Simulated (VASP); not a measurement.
Input of a VASP 6.6.1 run:

INCAR

```
ALGO = Normal
EDIFF = 1E-6
ENCUT = 520
GGA = PE
GGA_COMPAT = F
ISIF = 2
ISMEAR = 0
ISPIN = 2
IVDW = 12
LASPH = T
LCHARG = F
LORBIT = 11
LREAL = Auto
LWAVE = F
MAGMOM = 0 0 0 0 0 0 0.333 0 0.333 0 0 0 0.333 0 0 0 0 0 0 0 0 0 0 0 0 0 0 0 0 0 0
NBANDS = 86
NELECT = 121.0
NELM = 200
PREC = Accurate
SIGMA = 0.01
```

The input KPOINTS:

```
Automatic mesh
0
Gamma
  2 2 2
  0.5 0.5 0.5
```

File POSCAR:

```
B16N15
1.0
    0.0000000000      5.7876219412     -3.2948837568
    5.0122276286     -2.8938109706     -3.2948837569
   -5.0122276286     -2.8938109706     -3.2948837569
B N
16 15
Direct
    0.0004688346      0.2517327950      0.7497568653
    0.2501730827      0.0014034088      0.7478999699
    0.4987070577      0.7499712814      0.7489913462
   -0.0013522178      0.5014560311      0.4994546454
    0.7501568694      0.5014441504      0.7479206830
    0.2501838480      0.2498960801      0.4994433739
    0.5004900594     -0.0017600595      0.4962652514
   -0.0002898067      0.7499760653      0.2479979929
    0.7469991924      0.7517740132      0.4962900662
    0.2498413426      0.5011083924      0.2490620889
    0.4987091766      0.2509529920      0.2479996696
   -0.0013880246      0.0013990113     -0.0005571441
    0.7469908305     -0.0017463614      0.2497496465
    0.2498317584      0.7510100526     -0.0008860172
    0.4997676427      0.5010988500     -0.0008781860
    0.7501479046      0.2498863508     -0.0005450809
    0.9121753939      0.6708938849      0.4146424232
    0.1667242486      0.4179828436      0.4162914873
    0.6653235601      0.1634029426      0.1688765762
    0.4195982604      0.1634042146      0.4146176648
    0.9121300485      0.9165717392      0.1688578759
    0.1669265012      0.6684646316      0.1664914710
    0.6669895184      0.4179640914      0.9159900618
    0.4172137025      0.4181924154      0.1665030751
    0.9163883861      0.1676493240      0.9164124546
    0.1667015665      0.9182405017      0.9159776421
    0.6653415440      0.6708766477      0.6614482097
    0.4172064459      0.6684644549      0.9162079625
    0.9164344486      0.4184391288      0.6657209074
    0.1671500441      0.1676680144      0.6656918918
    0.4195904511      0.9165804857      0.6614183938
```

Potentials or basis: VASP PAW PBE potentials, release 64 (B, N).

Command:

```sh
$ cat potpaw_PBE.64/B/POTCAR potpaw_PBE.64/N/POTCAR > POTCAR
$ mpirun -np 1 vasp_std > vasp.out
```

Question: Estimate the net moment.

Answer: 1.00 μB per cell.

Question: What does it give for the dispersion energy per atom?

Answer: -0.144 eV.

Forces on the atoms (eV/Å):
```
B   -0.001  0.002 -0.001
B    0.000  0.002  0.000
B    0.001  0.003  0.001
B    0.004 -0.001 -0.001
B    0.002 -0.001 -0.001
B    0.000  0.001  0.000
B    0.000  0.012 -0.001
B   -0.002 -0.002  0.001
B    0.011 -0.005 -0.001
B   -0.001  0.002  0.000
B    0.001  0.000  0.000
B    0.000 -0.001  0.001
B   -0.012 -0.006  0.000
B   -0.003  0.001  0.001
B    0.001 -0.003  0.001
B   -0.003 -0.001  0.001
N    0.000  0.004  0.000
N    0.000 -0.001  0.000
N    0.004 -0.001 -0.001
N    0.003 -0.002  0.000
N    0.001  0.004 -0.001
N    0.001 -0.002  0.000
N    0.001  0.000  0.000
N   -0.001  0.001  0.000
N    0.001  0.000 -0.001
N    0.000 -0.001  0.000
N   -0.003 -0.001  0.000
N    0.000  0.000  0.000
N   -0.001  0.001  0.001
N    0.000 -0.002  0.000
N   -0.003 -0.002 -0.001
```

Caveat: the k points lie up to 0.48 Å⁻¹ apart; the cell carries a net charge on a neutralising background, which shifts energy and pressure; the cell differs from its parent crystal (atoms taken out, then relaxed in part).
